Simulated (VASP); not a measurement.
# GdN (Fm-3m) in VASP: further runs

Runs on GdN. Level: r2SCAN. Tasks: single point.

Everything below comes from runs of VASP 6.6.1. Logs are shortened: lines on timing, memory, paths and dates and some standing lists are left out, and cuts for length are marked.

## 1. The cell of the first run

The structure is cubic, space group Fm-3m (No. 225). The conventional cell has a = 4.973 Å, b = 4.973 Å, c = 4.973 Å, α = 90.00°, β = 90.00°, γ = 90.00°. Gd (site symmetry m-3m) has 6 N at 2.49 Å within 3.3 Å. Within 3.3 Å of N (site symmetry m-3m) lie 6 Gd at 2.49 Å.

## 2. Single point, r2SCAN, collinear spin, ferromagnetic start (15.37 Å³/atom)

The input, POSCAR:

```
GdN
1.0
    0.0000000000      2.4865793985      2.4865793985
    2.4865793985      0.0000000000      2.4865793985
    2.4865793985      2.4865793985      0.0000000000
Gd N
1 1
Direct
    0.0000000000      0.0000000000      0.0000000000
    0.5000000000      0.5000000000      0.5000000000
```

The input, INCAR.step1:

```
  ALGO = Normal
  EDIFF = 1E-4
  ENCUT = 520
  GGA = PE
  ISMEAR = 0
  ISPIN = 2
  LASPH = True
  LCHARG = False
  LMAXMIX = 6
  LREAL = False
  LWAVE = True
  MAGMOM = 7.62 0
  NBANDS = 22
  NELM = 150
  PREC = Accurate
  SIGMA = 0.05
```

The input, INCAR.step2:

```
  ALGO = Normal
  EDIFF = 1E-6
  ENCUT = 520
  ISIF = 2
  ISMEAR = 0
  ISPIN = 2
  ISTART = 1
  LASPH = True
  LCHARG = False
  LMAXMIX = 6
  LMIXTAU = True
  LORBIT = 11
  LREAL = False
  LWAVE = False
  MAGMOM = 7.62 0
  METAGGA = R2SCAN
  NBANDS = 22
  NELM = 150
  PREC = Accurate
  SIGMA = 0.05
```

The input, KPOINTS:

```
k-points
0
Gamma
  12 12 12
```

Potentials or basis: VASP PAW PBE potentials, release 64 (Gd, N).

Started as:

```bash
cat potpaw_PBE.64/Gd/POTCAR potpaw_PBE.64/N/POTCAR > POTCAR
cp INCAR.step1 INCAR
mpirun -np 1 vasp_std > vasp.out
cp INCAR.step2 INCAR
mpirun -np 1 vasp_std > vasp.out
```

OUTCAR:

```text
EDIFF = 1E-6
   ENCUT = 520
   ISIF = 2
   ISMEAR = 0
   ISPIN = 2
   ISTART = 1
   LASPH = True
   LORBIT = 11
   LREAL = False
   METAGGA = R2SCAN
   NELM = 150
   PREC = Accurate

 ion  position               nearest neighbor table
   1  0.000  0.000  0.000-   2 2.49   2 2.49   2 2.49   2 2.49   2 2.49   2 2.49
   2  0.500  0.500  0.500-   1 2.49   1 2.49   1 2.49   1 2.49   1 2.49   1 2.49

  LATTYP: Found a face centered cubic cell.
 ALAT       =     4.9731587970

  Lattice vectors:

 A1 = (   0.0000000000,   2.4865793985,   2.4865793985)
 A2 = (   2.4865793985,   0.0000000000,   2.4865793985)
 A3 = (   2.4865793985,   2.4865793985,   0.0000000000)

Analysis of symmetry for initial positions (statically):
=====================================================================
 Subroutine PRICEL returns:
 Original cell was already a primitive cell.

 Routine SETGRP: Setting up the symmetry group for a
 face centered cubic supercell.

 Subroutine GETGRP returns: Found 48 space group operations
 (whereof 48 operations were pure point group operations)
 out of a pool of 48 trial point group operations.

The static configuration has the point symmetry O_h .

Analysis of symmetry for dynamics (positions and initial velocities):
=====================================================================
 Subroutine PRICEL returns:
 Original cell was already a primitive cell.

 Routine SETGRP: Setting up the symmetry group for a
 face centered cubic supercell.

 Subroutine GETGRP returns: Found 48 space group operations
 (whereof 48 operations were pure point group operations)
 out of a pool of 48 trial point group operations.

The dynamic configuration has the point symmetry O_h .

Analysis of structural, dynamic, and magnetic symmetry:
=====================================================================
 Subroutine PRICEL returns:
 Original cell was already a primitive cell.

 Routine SETGRP: Setting up the symmetry group for a
 face centered cubic supercell.

 Subroutine GETGRP returns: Found 48 space group operations
 (whereof 48 operations were pure point group operations)
 out of a pool of 48 trial point group operations.

The overall configuration has the point symmetry O_h .

 Subroutine INISYM returns: Found 48 space group operations
 (whereof 48 operations are pure point group operations),
 and found     1 'primitive' translations

----------------------------------------------------------------------------------------

                                     Primitive cell

  volume of cell :      30.7494

  direct lattice vectors                    reciprocal lattice vectors
     0.000000000  2.486579398  2.486579398    -0.201079443  0.201079443  0.201079443
     2.486579398  0.000000000  2.486579398     0.201079443 -0.201079443  0.201079443
     2.486579398  2.486579398  0.000000000     0.201079443  0.201079443 -0.201079443

  length of vectors
     3.516554309  3.516554309  3.516554309     0.348279811  0.348279811  0.348279811

  position of ions in fractional coordinates (direct lattice)
     0.000000000  0.000000000  0.000000000
     0.500000000  0.500000000  0.500000000

  ion indices of the primitive-cell ions
   primitive index   ion index
                 1           1
                 2           2

----------------------------------------------------------------------------------------

 KPOINTS: k-points

Automatic generation of k-mesh.
 Grid dimensions read from file:
 generate k-points for:   12   12   12

 Generating k-lattice:

  Cartesian coordinates                     Fractional coordinates (reciprocal lattice)
    -0.016756620  0.016756620  0.016756620     0.083333333  0.000000000  0.000000000
     0.016756620 -0.016756620  0.016756620     0.000000000  0.083333333  0.000000000
     0.016756620  0.016756620 -0.016756620     0.000000000  0.000000000  0.083333333

  Length of vectors
     0.029023318  0.029023318  0.029023318

  Shift w.r.t. Gamma in fractional coordinates (k-lattice)
     0.000000000  0.000000000  0.000000000

 Subroutine IBZKPT returns following result:
 ===========================================

 Found     72 irreducible k-points:

 Following reciprocal coordinates:
            Coordinates               Weight
  0.000000  0.000000  0.000000      1.000000
  0.083333  0.000000  0.000000      8.000000
  0.166667  0.000000  0.000000      8.000000
  0.250000  0.000000  0.000000      8.000000
  0.333333  0.000000  0.000000      8.000000
  0.416667  0.000000  0.000000      8.000000
[... 16 lines left out ...]
  0.500000  0.166667  0.000000     24.000000
 -0.416667  0.166667  0.000000     24.000000
 [... further k-points ...]
   k-points           NKPTS =     72   k-points in BZ     NKDIM =     72   number of bands    NBANDS=     22
   number of dos      NEDOS =    301   number of ions     NIONS =      2
   total plane-waves  NPLWV =  21952
   dimension x,y,z NGX =    28 NGY =   28 NGZ =   28
   dimension x,y,z NGXF=    56 NGYF=   56 NGZF=   56
   ions per type =               1   1
   NGX,Y,Z   is equivalent  to a cutoff of  13.24, 13.24, 13.24 a.u.
   NGXF,Y,Z  is equivalent  to a cutoff of  26.47, 26.47, 26.47 a.u.
 SYSTEM =  unknown system
   PREC   = accura    normal or accurate (medium, high low for compatibility)
   ISTART =      1    job   : 0-new  1-cont  2-samecut
   ICHARG =      0    charge: 1-file 2-atom 10-const
   ISPIN  =      2    spin polarized calculation?
   LNONCOLLINEAR =      F non collinear calculations
   LSORBIT =      F    spin-orbit coupling
   LASPH  =      T    aspherical Exc in radial PAW
   ENCUT  =  520.0 eV  38.22 Ry    6.18 a.u.   6.54  6.54  6.54*2*pi/ulx,y,z
   NELM   =    150;   NELMIN=  2; NELMDL=  0     # of ELM steps
   EDIFF  = 0.1E-05   stopping-criterion for ELM
   LREAL  =      F    real-space projection
[... 7 lines left out ...]
   TEBEG  =    0.0;   TEEND  =   0.0 temperature during run
   PSTRESS=    0.0 pullay stress
   NELECT =      23.0000    total number of electrons
   NUPDOWN=      -1.0000    fix difference up-down
   EMIN   =  10.00;   EMAX   =-10.00  energy-range for DOS
   EFERMI =   0.00;   METHOD = LEGACY
   ISMEAR =     0;   SIGMA  =   0.05  broadening in eV -4-tet -1-fermi 0-gaus
   EFERMI_NEDOS =   21; number of points for ismear=-14 and -15
   IALGO  =     38    algorithm
   IMIX   =      4    mixing-type and parameters
     AMIX     =   0.40;   BMIX     =  1.00
     AMIX_MAG =   1.60;   BMIX_MAG =  1.00
  volume/ion in A,a.u.               =      15.37       103.75
  Fermi-wavevector in a.u.,A,eV,Ry     =   1.486067  2.808260 30.047048  2.208396
  Thomas-Fermi vector in A             =   2.599400
   LORBIT       =     11    0 simple, 1 ext, 2 COOP (PROOUT), +10 PAW based schemes
   METAGGA = R2SCAN    functional components
   LHFCALC =     F    Hartree Fock is set to
   AEXX    =    0.0000 exact exchange contribution
   IVDW    =     0    specifies the selected vdW correction
   LEPSILON=     F    determine dielectric tensor
   LRPA    =     F    only Hartree local field effects (RPA)
 spin polarized calculation
 Gauss-broadening in eV      SIGMA  =   0.05
  energy-cutoff  :      520.00
  volume of cell :       30.75
 maximum number of plane-waves:       869
 NGX is ok and might be reduce to    28
   NGX = 13   NGY = 13   NGZ = 13

 number of electron      23.0000006 magnetization       7.0000010

 Free energy of the ion-electron system (eV)
  ---------------------------------------------------
  ext. energy  EPLUGINS =         0.00000000
  ---------------------------------------------------
  free energy    TOTEN  =       -53.85640476 eV

  energy without entropy =      -53.85630620  energy(sigma->0) =      -53.85635548

 E-fermi :   3.8991     XC(G=0): -12.2884

 val. band max:        3.8990600613   @ k =   0.0833   0.0833   0.0000
 cond. band min:       4.1002954523   @ k =   0.0000   0.0000   0.0000
 fundamental gap:      0.2012353910
 Fermi energy:         3.8991218804

 spin component 1

 k-point     1 :       0.0000    0.0000    0.0000
  band No.  band energies     occupation
      1     -41.5604      1.00000
      2     -17.8721      1.00000
      3     -17.8720      1.00000
      4     -17.8720      1.00000
      5      -9.9845      1.00000
      6      -0.2072      1.00000
[... 14 lines left out ...]
     21       8.7631      0.00000
     22      15.2435      0.00000

 k-point     2 :       0.0833    0.0000    0.0000
  band No.  band energies     occupation
      1     -41.5541      1.00000
      2     -17.9632      1.00000
      3     -17.8781      1.00000
      4     -17.8780      1.00000
      5      -9.8596      1.00000
      6      -0.2207      1.00000
[... 14 lines left out ...]
     21       9.1830      0.00000
     22      15.6868      0.00000

 k-point     3 :       0.1667    0.0000    0.0000
  band No.  band energies     occupation
      1     -41.5370      1.00000
      2     -18.2006      1.00000
      3     -17.8942      1.00000
      4     -17.8941      1.00000
      5      -9.5278      1.00000
      6      -0.2584      1.00000
[... 14 lines left out ...]
     21      10.2086      0.00000
     22      16.8522      0.00000
[... 476 lines left out ...]
 k-point    23 :       0.5000    0.1667    0.0000
  band No.  band energies     occupation
      1     -41.4586      1.00000
      2     -18.8972      1.00000
      3     -18.1160      1.00000
      4     -18.0245      1.00000
      5      -8.5999      1.00000
      6      -0.2090      1.00000
[... 14 lines left out ...]
     21      14.5671      0.00000
     22      16.8652      0.00000

 k-point    24 :      -0.4167    0.1667    0.0000
  band No.  band energies     occupation
      1     -41.4570      1.00000
      2     -18.9123      1.00000
      3     -18.1527      1.00000
      4     -17.9980      1.00000
      5      -8.5327      1.00000
      6      -0.2377      1.00000
[... 14 lines left out ...]
     21      14.5444      0.00000
     22      16.9020      0.00000

 [... further k-points ...]

 spin component 2

 k-point     1 :       0.0000    0.0000    0.0000
  band No.  band energies     occupation
      1     -37.8615      1.00000
      2     -15.2553      1.00000
      3     -15.2553      1.00000
      4     -15.2553      1.00000
      5     -10.0253      1.00000
      6       3.0199      1.00000
[... 14 lines left out ...]
     21       9.9546      0.00000
     22      16.3285      0.00000

 k-point     2 :       0.0833    0.0000    0.0000
  band No.  band energies     occupation
      1     -37.8528      1.00000
      2     -15.3991      1.00000
      3     -15.2622      1.00000
      4     -15.2621      1.00000
      5      -9.8619      1.00000
      6       2.7111      1.00000
[... 14 lines left out ...]
     21      10.3752      0.00000
     22      16.7551      0.00000

 k-point     3 :       0.1667    0.0000    0.0000
  band No.  band energies     occupation
      1     -37.8289      1.00000
      2     -15.7563      1.00000
      3     -15.2808      1.00000
      4     -15.2808      1.00000
      5      -9.4500      1.00000
      6       1.9801      1.00000
[... 14 lines left out ...]
     21      11.3742      0.00000
     22      17.9118      0.00000
[... 476 lines left out ...]
 k-point    23 :       0.5000    0.1667    0.0000
  band No.  band energies     occupation
      1     -37.7195      1.00000
      2     -16.6980      1.00000
      3     -15.5677      1.00000
      4     -15.4443      1.00000
      5      -8.4803      1.00000
      6       0.4449      1.00000
[... 14 lines left out ...]
     21      15.7669      0.00000
     22      18.1789      0.00000

 k-point    24 :      -0.4167    0.1667    0.0000
  band No.  band energies     occupation
      1     -37.7172      1.00000
      2     -16.7210      1.00000
      3     -15.6175      1.00000
      4     -15.4078      1.00000
      5      -8.4005      1.00000
      6       0.2902      1.00000
[... 14 lines left out ...]
     21      15.8923      0.00000
     22      18.0986      0.00000

 [... further k-points ...]

------------------------ aborting loop because EDIFF is reached ----------------------------------------

  FORCE on cell =-STRESS in cart. coord.  units (eV):
  Direction    XX          YY          ZZ          XY          YZ          ZX
  --------------------------------------------------------------------------------------
  -------------------------------------------------------------------------------------
  Total        0.0105038      0.0105038      0.0105038      0.0000000     -0.0000000     -0.0000000
  in kB        0.5472930      0.5472930      0.5472930      0.0000000     -0.0000000     -0.0000000
  external PRESSURE =       0.5472930 kB  Pullay stress =       0.0000000 kB

 VOLUME and BASIS-vectors are now :
 -----------------------------------------------------------------------------
  energy-cutoff  :      520.00
  volume of cell :       30.75
      direct lattice vectors                 reciprocal lattice vectors
     0.000000000  2.486579398  2.486579398    -0.201079443  0.201079443  0.201079443
     2.486579398  0.000000000  2.486579398     0.201079443 -0.201079443  0.201079443
     2.486579398  2.486579398  0.000000000     0.201079443  0.201079443 -0.201079443

 POSITION                                       TOTAL-FORCE (eV/Angst)
 -----------------------------------------------------------------------------------
      0.00000      0.00000      0.00000         0.000000      0.000000      0.000000
      2.48658      2.48658      2.48658        -0.000000     -0.000000     -0.000000
 -----------------------------------------------------------------------------------
    total drift:                                0.000000      0.000000      0.000000

  FREE ENERGIE OF THE ION-ELECTRON SYSTEM (eV)
  ---------------------------------------------------
  free  energy   TOTEN  =       -53.8564047611 eV

  energy  without entropy=      -53.8563061978  energy(sigma->0) =      -53.85635548

 total charge

# of ion       s       p       d       f       tot
--------------------------------------------------
    1        2.039   5.694   0.519   6.985  15.237
    2        1.254   2.421   0.000   0.000   3.675
--------------------------------------------------
tot          3.293   8.114   0.519   6.985  18.911

 magnetization (x)

# of ion       s       p       d       f       tot
--------------------------------------------------
    1       -0.011  -0.130   0.086   6.846   6.791
    2       -0.011  -0.110   0.000   0.000  -0.121
--------------------------------------------------
tot         -0.022  -0.240   0.086   6.846   6.670
```

Run time: 9.2 min. Hardware: 1 thread of Intel Xeon Platinum 8259CL at 2.50GHz (Skylake/Cascade Lake), shared host; peak memory 0.25 GiB.

What came out:

* Free energy: -53.8564 eV
* Pressure: 0.1 GPa
* Band gap on the k mesh: zero (filled and empty bands overlap)
* Net moment: 7.00 μB per cell
* Site moments: Gd +6.79; N -0.12 μB
* Valence electrons inside the program's atomic spheres: Gd 15.24; N 3.67

Caveat: the PAW data sets were made with another functional, which shifts forces and pressure a little; spin-orbit coupling is left out, which moves the levels of the heavy elements; a cell with one magnetic atom can't hold antiferromagnetic order, which such compounds often take; semilocal functionals describe open f shells poorly, which spoils levels, moments and volumes. With open d or f shells a metallic result of r2SCAN can be an artefact of self-interaction; +U or a hybrid may open a gap.

## 3. Single point, r2SCAN, collinear spin, ferromagnetic start (15.68 Å³/atom)

This run uses another cell than the first one, of 15.68 Å³/atom.

The input, POSCAR:

```
GdN
1.0
    0.0000000000      2.5030472917      2.5030472917
    2.5030472917      0.0000000000      2.5030472917
    2.5030472917      2.5030472917      0.0000000000
Gd N
1 1
Direct
    0.0000000000      0.0000000000      0.0000000000
    0.5000000000      0.5000000000      0.5000000000
```

The input, INCAR.step1:

```
SYSTEM = GdN
PREC = Accurate
ENCUT = 520
ISMEAR = 0
SIGMA = 0.05
LREAL = .False.
LASPH = .True.
NELM = 150
ISPIN = 2
MAGMOM = 7.62 0
LMAXMIX = 6
NBANDS = 22
GGA = PE
ALGO = Normal
EDIFF = 1E-4
LWAVE = .True.
LCHARG = .False.
```

The input, INCAR.step2:

```
SYSTEM = GdN
PREC = Accurate
ENCUT = 520
EDIFF = 1E-6
ISMEAR = 0
SIGMA = 0.05
LREAL = .False.
LASPH = .True.
NELM = 150
ALGO = Normal
ISIF = 2
LWAVE = .False.
LCHARG = .False.
ISPIN = 2
MAGMOM = 7.62 0
LORBIT = 11
LMAXMIX = 6
METAGGA = R2SCAN
LMIXTAU = .True.
NBANDS = 22
ISTART = 1
```

The input, KPOINTS:

```
regular mesh
0
Gamma
  12 12 12
  0 0 0
```

Potentials or basis: VASP PAW PBE potentials, release 64 (Gd, N).

Started as:

```bash
cat potpaw_PBE.64/Gd/POTCAR potpaw_PBE.64/N/POTCAR > POTCAR
cp INCAR.step1 INCAR
mpirun -np 1 vasp_std > vasp.out
cp INCAR.step2 INCAR
mpirun -np 1 vasp_std > vasp.out
```

Wall time 9.2 min (1 thread of Intel Xeon Platinum 8259CL at 2.50GHz (Skylake/Cascade Lake), shared host); peak memory 0.25 GiB.

It converged, with:

```
Free energy                                           : -53.8514 eV
Pressure                                              : -3.0 GPa
Band gap on the k mesh                                : zero (filled and empty bands overlap)
Net moment                                            : 7.00 μB per cell
Site moments                                          : Gd +6.79; N -0.12 μB
Valence electrons inside the program's atomic spheres : Gd 15.22; N 3.66
```

Levels at points of the mesh, in eV from the Fermi level:
Spin up:
```
           k point  band 12  band 13  band 14  band 15  band 16  band 17  band 18  band 19
(0.00, 0.00, 0.00)    -3.79     0.19     0.19     0.19     2.71     2.71     2.71     3.63
(0.50, 0.00, 0.00)    -3.78    -3.78    -2.64    -2.64     5.43     6.07     6.07     7.03
(0.50, 0.50, 0.00)    -3.83    -1.58    -0.28    -0.28    -0.22     6.63     6.77     7.68
```
Spin down:
| k point | band 6 | band 7 | band 8 | band 9 | band 10 | band 11 |
| --- | --- | --- | --- | --- | --- | --- |
| (0.00, 0.00, 0.00) | -0.84 | -0.84 | -0.84 | 2.79 | 3.44 | 3.44 |
| (0.50, 0.00, 0.00) | -4.09 | -2.56 | -2.56 | 2.93 | 3.08 | 3.08 |
| (0.50, 0.50, 0.00) | -1.21 | -0.83 | -0.83 | 0.57 | 3.15 | 3.22 |

Caveat: the PAW data sets were made with another functional, which shifts forces and pressure a little; spin-orbit coupling is left out, which moves the levels of the heavy elements; a cell with one magnetic atom can't hold antiferromagnetic order, which such compounds often take; semilocal functionals describe open f shells poorly, which spoils levels, moments and volumes.

The gap in the log of VASP goes by the Fermi energy; the results here count the filled bands.